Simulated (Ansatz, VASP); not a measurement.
## Two plane-wave programs on In

```xyz
1
Lattice="-1.8697 1.8697 1.8697 1.8697 -1.8697 1.8697 1.8697 1.8697 -1.8697" Properties=species:S:1:pos:R:3 pbc="T T T"
In    0.0000    0.0000    0.0000
```

Alike in both runs: task relaxation of cell and atoms; functional revPBE; k mesh 12 × 12 × 12; occupations fermi-dirac, width 0.1 eV; no spin polarisation.

|  | VASP | Ansatz |
| --- | --- | --- |
| version | VASP 6.6.1 | Ansatz 0.2.0 |
| potentials or method | VASP PAW PBE potentials, release 64 (In_d), cutoff 600 eV | plane waves (420 eV) with PAW, scalar-relativistic |
| valence electrons in the cell | 13 | 13 |

|  | VASP | Ansatz | Ansatz less VASP |
| --- | --- | --- | --- |
| relaxed volume (Å³/atom) | 28.78 | 28.79 | +0.007 |
| relaxed cell length with the largest relative difference (Å) | 3.344 | 3.344 | +0.0003 |

VASP's potentials were made for PBE, not for revPBE.
